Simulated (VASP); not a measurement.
Input of a VASP 6.6.1 run:

Contents of INCAR:

```
SYSTEM = Te
  PREC = Accurate
  ENCUT = 520
  EDIFF = 1E-7
  ISMEAR = -1
  SIGMA = 0.08
  LREAL = .False.
  LASPH = .True.
  NELM = 100
  ALGO = Normal
  ISIF = 2
  LWAVE = .False.
  LCHARG = .False.
  GGA = PE
  NBANDS = 9
```

File KPOINTS:

```
regular mesh
0
Gamma
  16 16 14
  0 0 0
```

Contents of POSCAR:

```
Te
1.0
    2.8325370940      0.0000000000      0.0000000000
   -1.4162685470      2.4530490806      0.0000000000
    0.0000000000      0.0000000000      2.6477658484
Te
1
Direct
    0.0000000000      0.0000000000      0.0000000000
```

Potentials or basis: VASP PAW PBE potentials, release 64 (Te).

Launch:

```console
$ cat potpaw_PBE.64/Te/POTCAR > POTCAR
$ mpirun -np 1 vasp_std > vasp.out
```

What does it give for the band gap on the k mesh?

Zero (bands 3 and 4 overlap by 12.94 eV).

What does it give for the pressure?

87.6 GPa.

Stress tensor (GPa, compression positive):
```
87.45  0.00  0.00
 0.00 87.45  0.00
 0.00  0.00 87.78
```

Caveat: the cell stands under pressure; spin-orbit coupling is left out, which moves the levels of the heavy elements.
